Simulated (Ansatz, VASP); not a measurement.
Al3Ru2 in VASP and in Ansatz

File INCAR:

```
SYSTEM = Al3Ru2
PREC = Accurate
ENCUT = 520
EDIFF = 1E-6
ISMEAR = 0
SIGMA = 0.15
LREAL = .FALSE.
LASPH = .TRUE.
NELM = 80
ALGO = Fast
ISIF = 2
LWAVE = .FALSE.
LCHARG = .FALSE.
GGA = PS
NBANDS = 48
```

File KPOINTS:

```
Automatic mesh
0
G
  15 15 4
  0 0 0
```

Contents of POSCAR:

```
Al3Ru2
1.0
   -3.0733627987      0.0000000000      0.0000000000
    0.0000000000     -3.0733627987      0.0000000000
    0.0000000000      0.0000000000     14.2516646833
Al Ru
6 4
Direct
    0.5000000000      0.5000000000      0.5000000000
    1.0000000000      1.0000000000      0.0000000000
    0.5000000000      0.5000000000      0.3062567814
    1.0000000000      1.0000000000      0.8062567814
    0.5000000000      0.5000000000      0.6937432186
    1.0000000000      1.0000000000      0.1937432186
    0.0000000000      0.0000000000      0.6056584131
    0.5000000000      0.5000000000      0.1056584131
    0.0000000000      0.0000000000      0.3943415869
    0.5000000000      0.5000000000      0.8943415869
```

Input for Ansatz:

```yaml
crystal:
  lattice:
    - [-3.0733627987, 0.0, 0.0]
    - [0.0, -3.0733627987, 0.0]
    - [0.0, 0.0, 14.2516646833]
  atoms:
    - { symbol: Al, position: [0.5, 0.5, 0.5] }
    - { symbol: Al, position: [1.0, 1.0, 0.0] }
    - { symbol: Al, position: [0.5, 0.5, 0.3062567814] }
    - { symbol: Al, position: [1.0, 1.0, 0.8062567814] }
    - { symbol: Al, position: [0.5, 0.5, 0.6937432186] }
    - { symbol: Al, position: [1.0, 1.0, 0.1937432186] }
    - { symbol: Ru, position: [0.0, 0.0, 0.6056584131] }
    - { symbol: Ru, position: [0.5, 0.5, 0.1056584131] }
    - { symbol: Ru, position: [0.0, 0.0, 0.3943415869] }
    - { symbol: Ru, position: [0.5, 0.5, 0.8943415869] }
basis:
  ecutwfc: 420
kpoints:
  mp_grid: { grid: [15, 15, 4] }
hamiltonian:
  xc: pbesol
scf:
  occupations: { method: gaussian, width: 0.15 }
output:
  forces: true
  stress: true
  eigenvalues: true
  write_density: true
  write_potential: true
  elf: true
  volumetric_format: npy
```

Alike in both runs: task single point; functional PBEsol; k mesh 15 × 15 × 4; occupations gaussian, width 0.15 eV; no spin polarisation.

|  | VASP | Ansatz |
| --- | --- | --- |
| version | VASP 6.6.1 | Ansatz 0.2.0 |
| potentials or method | VASP PAW PBE potentials, release 64 (Al, Ru_pv), cutoff 520 eV | scalar-relativistic, plane waves, PAW |
| valence electrons in the cell | 74 | 82 |

VASP gave:

- gap on the k mesh at the Fermi level (eV): none
- pressure (GPa): 0.2
- traceless stress, the component that is largest in VASP (GPa): 0.05
- rms of the force components (eV/Å): 0.006

Problem. Which values does Ansatz return?

Solution. gap on the k mesh at the Fermi level (eV): none; pressure (GPa): 0.0; traceless stress, the component that is largest in VASP (GPa): 0.05; rms of the force components (eV/Å): 0.003.

VASP's potentials were made for PBE, not for PBEsol. Atom by atom the forces differ by 0.003 eV/Å (rms over components). A gap of «none» marks a metal or a gap that the smearing closes. With one functional, cell and mesh, what is left measures potentials, basis and numerics. VASP's potentials hold 74 valence electrons a cell and Ansatz's 82, so a difference there can come from the potentials and not from the codes.
